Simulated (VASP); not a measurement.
Wanted: the native input for a VASP 6.6.1 run.

```
Task                   : single point
Functional             : PBE
Potentials or basis    : VASP PAW PBE potentials, release 64 (C, O)
Cutoff                 : 520 eV
k mesh                 : 10 × 10 × 10
Occupations            : gaussian, width 0.05 eV
Spin                   : no spin polarisation
Dipole correction      : no
Further INCAR settings : ALGO = Normal; EDIFF = 1e-06; NBANDS = 25
```

The structure of CO2 lies in POSCAR:

```
CO2
1.0
   -1.9653609815      1.9653609815      2.9826310365
    1.9653609815     -1.9653609815      2.9826310365
    1.9653609815      1.9653609815     -2.9826310365
C O
2 4
Direct
    0.0000000000      0.0000000000      0.0000000000
    0.7500000000      0.2500000000      0.5000000000
    0.3750000000      0.2926330172      0.4176330172
    0.7073669828      0.1250000000      0.0823669828
    0.8750000000      0.9573669828      0.5823669828
    0.0426330172      0.6250000000      0.9176330172
```

This cell differs from its parent crystal: volume scaled by 0.980.

One way to write it, as run:

INCAR

```
SYSTEM = CO2
PREC     = Accurate       ! precision mode
ENCUT    = 520            ! plane-wave cutoff, eV
EDIFF    = 1E-6           ! SCF threshold, eV
ISMEAR   = 0              ! smearing method
SIGMA    = 0.05           ! smearing width, eV
LREAL    = .FALSE.        ! projectors in reciprocal space
LASPH    = .TRUE.         ! aspherical terms in the spheres
NELM     = 60             ! most SCF steps
ALGO     = Normal         ! electronic algorithm
ISIF     = 2              ! what is computed and relaxed
LWAVE    = .FALSE.        ! write WAVECAR
LCHARG   = .FALSE.        ! write CHGCAR
GGA      = PE             ! functional
NBANDS   = 25             ! bands
```

KPOINTS

```
regular mesh
0
G
  10 10 10
  0 0 0
```

Potentials or basis: VASP PAW PBE potentials, release 64 (C, O).

Launch:

```console
$ cat potpaw_PBE.64/C/POTCAR potpaw_PBE.64/O/POTCAR > POTCAR
$ mpirun -np 1 vasp_std > vasp.out
```

Results of the run:

```
Pressure               : 4.4 GPa
Largest force          : 0.084 eV/Å
Band gap on the k mesh : 7.67 eV, indirect (least direct gap 8.09 eV)
```

Run time: 58 s on 1 thread of Intel(R) Xeon(R) 6975P-C (Granite Rapids) (shared host), peak memory 0.21 GiB.
